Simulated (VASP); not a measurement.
# BaTe (I-4m2) in VASP: a series of runs, part 2 of 2

VASP 6.6.1.

## (5) Relaxation of cell and atoms, PBE

This run uses another cell than the first one, of 45.29 Å³/atom.

The input, INCAR:

```
SYSTEM = BaTe
PREC = Accurate
ENCUT = 600
EDIFF = 1E-7
ISMEAR = 0
SIGMA = 0.01
LREAL = .False.
LASPH = .True.
NELM = 100
ALGO = Normal
ISIF = 3
LWAVE = .False.
LCHARG = .False.
GGA = PE
IBRION = 2
NSW = 100
EDIFFG = -0.01
```

The input, KPOINTS:

```
Automatic mesh
0
Gamma
  10 10 10
  0 0 0
```

The input, POSCAR:

```
BaTe
1.0
   -3.4616970200      3.4616970200      1.8897003600
    3.4616970200     -3.4616970200      1.8897003600
    3.4616970200      3.4616970200     -1.8897003600
Ba Te
1 1
Direct
    0.2500000000      0.7500000000      0.5000000000
    0.0000000000      0.0000000000      0.0000000000
```

Potentials or basis: VASP PAW PBE potentials, release 64 (Ba_sv, Te).

On the command line:

```bash
$ cat potpaw_PBE.64/Ba_sv/POTCAR potpaw_PBE.64/Te/POTCAR > POTCAR
$ mpirun -np 1 vasp_std > vasp.out
```

OUTCAR:

```text
SYSTEM = BaTe
   PREC = Accurate
   ENCUT = 600
   EDIFF = 1E-7
   ISMEAR = 0
   LREAL = .False.
   LASPH = .True.
   NELM = 100
   ISIF = 3
   GGA = PE
   IBRION = 2
   NSW = 100
   EDIFFG = -0.01

 ion  position               nearest neighbor table
   1  0.250  0.750  0.500-   2 3.59   2 3.59   2 3.59   2 3.59
   2  0.000  0.000  0.000-   1 3.59   1 3.59   1 3.59   1 3.59

  LATTYP: Found a body centered tetragonal cell.
 ALAT       =     6.9233940400
 C/A-ratio  =     0.5458884325

  Lattice vectors:

 A1 = (  -3.4616970200,   3.4616970200,   1.8897003600)
 A2 = (   3.4616970200,  -3.4616970200,   1.8897003600)
 A3 = (   3.4616970200,   3.4616970200,  -1.8897003600)

Analysis of symmetry for initial positions (statically):
=====================================================================
 Subroutine PRICEL returns:
 Original cell was already a primitive cell.

 Routine SETGRP: Setting up the symmetry group for a
 body centered tetragonal supercell.

 Subroutine GETGRP returns: Found  8 space group operations
 (whereof  8 operations were pure point group operations)
 out of a pool of 16 trial point group operations.

The static configuration has the point symmetry D_2d.

Analysis of symmetry for dynamics (positions and initial velocities):
[... 342 lines left out ...]

 number of electron      16.0000000 magnetization

 Free energy of the ion-electron system (eV)
  ---------------------------------------------------
  ext. energy  EPLUGINS =         0.00000000
  ---------------------------------------------------
  free energy    TOTEN  =        -8.13873423 eV

  energy without entropy =       -8.13873423  energy(sigma->0) =       -8.13873423

 E-fermi :   1.4911     XC(G=0):  -7.4787

 val. band max:        1.3777415202   @ k =  -0.3000   0.3000   0.0000
 cond. band min:       3.2513436709   @ k =   0.0000   0.0000   0.0000
 fundamental gap:      1.8736021508
 Fermi energy:         1.4910940833

 k-point     1 :       0.0000    0.0000    0.0000
  band No.  band energies     occupation
      1     -26.0608      2.00000
      2     -11.2823      2.00000
      3     -11.2013      2.00000
      4     -11.2013      2.00000
      5      -7.9886      2.00000
      6       0.7718      2.00000
      7       0.7718      2.00000
      8       1.0473      2.00000
      9       3.2513      0.00000
     10       3.6856      0.00000
     11       5.4193      0.00000
     12       5.9230      0.00000
[... 331 lines left out ...]
 k-point    24 :       0.4000    0.3000    0.0000
  band No.  band energies     occupation
      1     -26.0535      2.00000
      2     -11.4235      2.00000
      3     -11.3379      2.00000
      4     -11.2211      2.00000
      5      -7.5277      2.00000
      6      -0.1492      2.00000
      7       0.3977      2.00000
      8       0.7624      2.00000
      9       4.3525      0.00000
     10       4.7007      0.00000
     11       5.3747      0.00000
     12       5.7832      0.00000

 [... further k-points ...]

------------------------ aborting loop because EDIFF is reached ----------------------------------------

  FORCE on cell =-STRESS in cart. coord.  units (eV):
  Direction    XX          YY          ZZ          XY          YZ          ZX
  --------------------------------------------------------------------------------------
  -------------------------------------------------------------------------------------
  Total        0.0093740      0.0093740     -0.0162956      0.0000000      0.0000000      0.0000000
  in kB        0.1471801      0.1471801     -0.2558566      0.0000000      0.0000000      0.0000000
  external PRESSURE =       0.0128346 kB  Pullay stress =       0.0000000 kB
[... 17 lines left out ...]
  FREE ENERGIE OF THE ION-ELECTRON SYSTEM (eV)
  ---------------------------------------------------
  free  energy   TOTEN  =        -8.1387342272 eV

  energy  without entropy=       -8.1387342272  energy(sigma->0) =       -8.13873423

 reached required accuracy - stopping structural energy minimisation
```

CONTCAR:

```text
BaTe
   1.00000000000000
    -3.1391137617000031    3.1391137617000031    2.5888704283983999
     3.1391137617000031   -3.1391137617000031    2.5888704283983999
     3.1391137617000031    3.1391137617000031   -2.5888704283983999
  Ba              Te
     1     1
Direct
     0.2500000000000000    0.7500000000000000    0.5000000000000000
     1.0000000000000000    0.0000000000000000    1.0000000000000000

  0.00000000E+00  0.00000000E+00  0.00000000E+00
  0.00000000E+00  0.00000000E+00  0.00000000E+00
```

It took 7.8 min on 1 thread of Intel Xeon 6975P-C (Granite Rapids), shared host; peak memory 0.41 GiB.

What came out:

| Property | Result |
| --- | --- |
| Free energy | -8.1387 eV |
| Relaxed volume | 51.02 Å³/atom |
| Relaxed cell | a = 5.139 Å, b = 5.139 Å, c = 5.139 Å, α = 104.70°, β = 104.70°, γ = 119.50° |
| Space group after relaxing (to 0.1 Å) | I-4m2 (No. 119) |
| Energy gained by relaxing | 342.2 meV/atom |
| Ionic steps | 10 |
| Pressure after relaxing | 0.0 GPa |
| Band gap on the k mesh | 1.87 eV (least direct gap 2.20 eV) |

The path:
```csv
step,energy change (eV),largest force (eV/Å),pressure (GPa),volume (Å³)
1,0.0000,0.0000,-1.81,90.58
2,-0.4160,0.0000,1.35,83.53
3,-0.4470,0.0000,3.35,80.78
4,-0.6115,0.0000,1.74,88.55
5,-0.6710,0.0000,0.73,95.48
6,-0.6701,0.0000,-0.66,109.38
7,-0.6841,0.0000,-0.10,102.96
8,-0.6845,0.0000,0.02,101.74
9,-0.6845,0.0000,-0.02,102.16
10,-0.6845,0.0000,0.00,102.04
```

Final structure:
```
Ba Te
1.0
    -3.13911    3.13911    2.58887
     3.13911   -3.13911    2.58887
     3.13911    3.13911   -2.58887
Ba Te
1 1
Direct
  0.25000 0.75000 0.50000
  0.00000 0.00000 0.00000
```

Levels at points of the mesh, in eV from the valence-band top:
| k point | band 4 | band 5 | band 6 | band 7 | band 8 | band 9 | band 10 | band 11 | band 12 |
| --- | --- | --- | --- | --- | --- | --- | --- | --- | --- |
| (0.00, 0.00, 0.00) | -12.58 | -9.37 | -0.61 | -0.61 | -0.33 | 1.87 | 2.31 | 4.04 | 4.55 |
| (0.50, 0.00, 0.00) | -12.62 | -9.00 | -1.48 | -0.98 | -0.71 | 3.32 | 3.41 | 4.00 | 5.00 |
| (0.50, 0.50, 0.00) | -12.57 | -8.84 | -1.97 | -0.74 | -0.04 | 2.56 | 2.57 | 4.65 | 4.78 |
| (0.50, 0.50, 0.50) | -12.68 | -9.11 | -0.93 | -0.87 | -0.87 | 2.86 | 3.56 | 4.62 | 4.62 |

Caveat: spin-orbit coupling is left out, which moves the levels of the heavy elements. A k mesh can miss the band edges.

## (6) The runs side by side

| task | cell | k mesh | cutoff (eV) | smearing | gap on the mesh (eV) | pressure (GPa) | relaxed volume (Å³/atom) |
| --- | --- | --- | --- | --- | --- | --- | --- |
| single point | a = 5.113 Å, angles 104.4, 104.4, 120.1°, 2 atoms | 8 × 8 × 8 | 520 | gaussian 0.02 eV | 1.86 | 0.3 | - |
| relaxation of cell and atoms | relaxed from a = 5.113 Å, angles 104.4, 104.4, 120.1°, 2 atoms | 8 × 8 × 8 | 600 | gaussian 0.02 eV | 1.85 | 0.0 | 50.74 |
| single point | a = 5.113 Å, angles 104.4, 104.4, 120.1°, 2 atoms | 10 × 10 × 10 | 520 | gaussian 0.01 eV | 1.85 | 0.3 | - |
| relaxation of cell and atoms | relaxed from a = 5.248 Å, angles 97.5, 97.5, 137.8°, 2 atoms | 10 × 10 × 10 | 600 | gaussian 0.01 eV | 1.87 | 0.0 | 51.02 |

Alike in all rows: level PBE; potentials or basis VASP PAW PBE potentials, release 64 (Ba_sv, Te); no spin polarisation.

Caveats: spin-orbit coupling is left out, which moves the levels of the heavy elements.

Absolute energies hang on the potentials; compare differences alone.
